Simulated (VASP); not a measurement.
# Ni: single point with LDA

The system is Ni.

```xyz
1
Lattice="0.0000 1.8405 1.4553 1.8405 0.0000 1.4553 1.8405 1.8405 0.0000" Properties=species:S:1:pos:R:3 pbc="T T T"
Ni    0.0000    0.0000    0.0000
```

This cell differs from its parent crystal: strain +e along x and -e along y +0.0000, strain +e along z and -e/2 along x and y -0.1500.

```json
{"Program": "VASP 6.6.1", "Task": "single point", "Functional": "LDA", "Potentials or basis": "VASP PAW LDA potentials, release 64 (Ni_sv_GW)", "Cutoff": "690 eV", "k mesh": "22 × 22 × 22", "Occupations": "gaussian, width 0.15 eV", "Spin": "collinear spin, ferromagnetic start", "Starting moments": "[0.7] μB", "Dipole correction": "no", "Further INCAR settings": "ALGO = Normal; EDIFF = 1e-06; NBANDS = 19"}
```

```
Pressure                                              : 5.6 GPa
Net moment                                            : 0.43 μB per cell
Site moments                                          : Ni +0.45 μB
Valence electrons inside the program's atomic spheres : Ni 16.46
```

Stress tensor (GPa, compression positive):
```
 2.76  0.00  0.00
 0.00  2.76  0.00
 0.00  0.00 11.38
```

Levels at points of the mesh, in eV from the Fermi level:
Spin up:
```
           k point  band 6  band 7  band 8  band 9  band 10  band 11  band 12  band 13
(0.00, 0.00, 0.00)   -2.64   -2.64   -2.04   -1.33    -0.64    25.70    27.97    27.97
(0.50, 0.00, 0.00)   -3.28   -1.40   -0.61   -0.18     0.08     6.91    20.88    22.71
(0.50, 0.50, 0.00)   -4.71   -0.19   -0.06   -0.06     7.36    11.92    11.92    14.87
(0.50, 0.00, 0.50)   -4.06   -0.53   -0.53    0.19     0.80     8.21    18.18    19.05
```
Spin down:
```
           k point  band 5  band 6  band 7  band 8  band 9  band 10  band 11  band 12  band 13  band 14
(0.00, 0.00, 0.00)   -9.62   -2.19   -2.19   -1.61   -0.91    -0.26    25.70    27.97    27.97    32.07
(0.50, 0.00, 0.00)   -4.95   -2.87   -1.00   -0.18   -0.15     0.59     7.20    20.88    22.81    26.21
(0.50, 0.50, 0.00)   -4.64   -4.41    0.29    0.47    0.47     7.42    11.99    11.99    15.04    18.13
(0.50, 0.00, 0.50)   -4.92   -3.66   -0.12   -0.09    0.73     0.84     8.45    18.21    19.13    23.55
```

It took 3.2 min on 1 thread of Intel(R) Xeon(R) 6975P-C (Granite Rapids) (shared host), peak memory 0.48 GiB.

Caveat: the cell differs from its parent crystal (strain +e along x and -e along y +0.0000, strain +e along z and -e/2 along x and y -0.1500); the stress differs along the axes, from 3 to 11 GPa.
